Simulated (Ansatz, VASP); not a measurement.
# CaSe: VASP beside Ansatz

```
CELL_PARAMETERS angstrom
0.00000 3.25050 3.25050
3.25050 0.00000 3.25050
3.25050 3.25050 0.00000
ATOMIC_POSITIONS crystal
Ca 0.00000 0.00000 0.00000
Se 0.75000 0.75000 0.75000
```

Change from the starting cell: strain -0.015 along x and y, -0.015 along z, atoms carried along.

Alike in both runs: task single point; functional LDA; k mesh 6 × 6 × 6; occupations gaussian, width 0.05 eV; no spin polarisation.

```csv
,VASP,Ansatz
version,VASP 6.6.1,Ansatz 0.2.0
potentials or method,"VASP PAW LDA potentials, release 64 (Ca_sv, Se), cutoff 520 eV","scalar-relativistic, plane waves, PAW"
valence electrons in the cell,16,26
```

VASP gave:

| Item | Value |
| --- | --- |
| gap on the k mesh at the Fermi level (eV) | 3.03 |
| least direct gap on the mesh (eV) | 3.14 |
| pressure (GPa) | -1.2 |

Task: Which values does Ansatz return?

Result: gap on the k mesh at the Fermi level (eV): 3.02; least direct gap on the mesh (eV): 3.13; pressure (GPa): -1.4.

LDA's correlation is that of Perdew and Zunger in VASP and of Perdew and Wang (1992) in Ansatz. VASP's potentials hold 16 valence electrons a cell and Ansatz's 26, so a difference there can come from the potentials and not from the codes.
